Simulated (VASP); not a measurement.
## InAs: single point with r2SCAN

The system is InAs.

```
In As
1.0
     0.00000    3.01977    3.09112
     3.01977    0.00000    3.09112
     3.01977    3.01977    0.00000
In As
1 1
Direct
  0.00000 0.00000 0.00000
  0.25000 0.25000 0.25000
```

This cell differs from its parent crystal: epitaxial xy strain -1.1%.

- Program: VASP 6.6.1
- Task: single point
- Functional: r2SCAN
- Potentials or basis: VASP PAW PBE potentials, release 64 (In_d, As)
- Cutoff: 520 eV
- k mesh: 8 × 8 × 8
- Occupations: fermi-dirac, width 0.02 eV
- Spin: no spin polarisation
- Dipole correction: no
- Further INCAR settings: ALGO = Normal; EDIFF = 1e-06; NBANDS = 16

* Pressure: 0.6 GPa
* Band gap on the k mesh: 0.10 eV

Stress tensor (GPa, compression positive):
```
0.93 0.00 0.00
0.00 0.93 0.00
0.00 0.00 0.01
```

Levels at points of the mesh, in eV from the valence-band top:
| k point | band 6 | band 7 | band 8 | band 9 | band 10 | band 11 | band 12 | band 13 |
| --- | --- | --- | --- | --- | --- | --- | --- | --- |
| (0.00, 0.00, 0.00) | -12.21 | -0.12 | 0.00 | 0.00 | 0.10 | 4.21 | 4.21 | 4.26 |
| (0.50, 0.00, 0.00) | -10.73 | -5.82 | -1.11 | -0.95 | 1.23 | 4.93 | 5.07 | 7.23 |
| (0.50, 0.50, 0.00) | -10.23 | -5.98 | -2.28 | -2.28 | 1.90 | 2.45 | 9.52 | 9.76 |
| (0.50, 0.00, 0.50) | -10.16 | -5.84 | -2.41 | -2.40 | 1.78 | 2.24 | 9.64 | 9.72 |

It took 3.6 min on 1 thread of Intel Xeon 8259CL, with other jobs on the host, peak memory 0.22 GiB.

Caveat: the cell differs from its parent crystal (epitaxial xy strain -1.1%); the PAW data sets were made with another functional, which shifts forces and pressure a little; spin-orbit coupling is left out, which moves the levels of the heavy elements.
